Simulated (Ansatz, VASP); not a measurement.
ZnS in VASP and in Ansatz

INCAR

```
  PREC = Accurate
  ENCUT = 500
  EDIFF = 1E-6
  ISMEAR = 0
  SIGMA = 0.01
  LREAL = F
  LASPH = T
  NELM = 120
  ALGO = Normal
  ISIF = 2
  LWAVE = F
  LCHARG = F
  GGA = PE
  NBANDS = 26
  GGA_COMPAT = F
```

File KPOINTS:

```
Automatic mesh
0
Gamma
  6 6 4
```

Contents of POSCAR:

```
ZnS
1.0
    3.8069327645      0.0000000000      0.0000000000
   -1.9034663822      3.2969004845      0.0000000000
    0.0000000000      0.0000000000      6.2403404635
Zn S
2 2
Direct
    0.3333333333      0.6666666667      0.0052011311
    0.6666666667      0.3333333333      0.5052011311
    0.3333333333      0.6666666667      0.3797988689
    0.6666666667      0.3333333333      0.8797988689
```

Input for Ansatz:

```yaml
crystal:
  lattice:
    - [3.8069327645, 0.0, 0.0]
    - [-1.9034663822, 3.2969004845, 0.0]
    - [0.0, 0.0, 6.2403404635]
  atoms:
    - { symbol: Zn, position: [0.3333333333, 0.6666666667, 0.0052011311] }
    - { symbol: Zn, position: [0.6666666667, 0.3333333333, 0.5052011311] }
    - { symbol: S, position: [0.3333333333, 0.6666666667, 0.3797988689] }
    - { symbol: S, position: [0.6666666667, 0.3333333333, 0.8797988689] }
kpoints:
  mp_grid: { grid: [6, 6, 4] }
hamiltonian:
  xc: pbe
scf:
  occupations: { method: fixed }
  n_extra_bands: 5
output:
  forces: true
  stress: true
  eigenvalues: true
```

Alike in both runs: task single point; functional PBE; k mesh 6 × 6 × 4; no spin polarisation.

```csv
,VASP,Ansatz
version,VASP 6.6.1,Ansatz 0.2.0
potentials or method,"VASP PAW PBE potentials, release 64 (Zn, S)","plane waves, PAW"
plane-wave cutoff (eV),500,420
occupations,"gaussian, width 0.01 eV",fixed
valence electrons in the cell,36,36
```

VASP gave:

- gap on the k mesh at the Fermi level (eV): 2.22
- pressure (GPa): 2.4
- rms of the force components (eV/Å): 0.005

Q: Estimate Ansatz's values.

A: gap on the k mesh at the Fermi level (eV): 2.22; pressure (GPa): 2.3; rms of the force components (eV/Å): 0.004.

Atom by atom the forces differ by 0.000 eV/Å (rms over components).
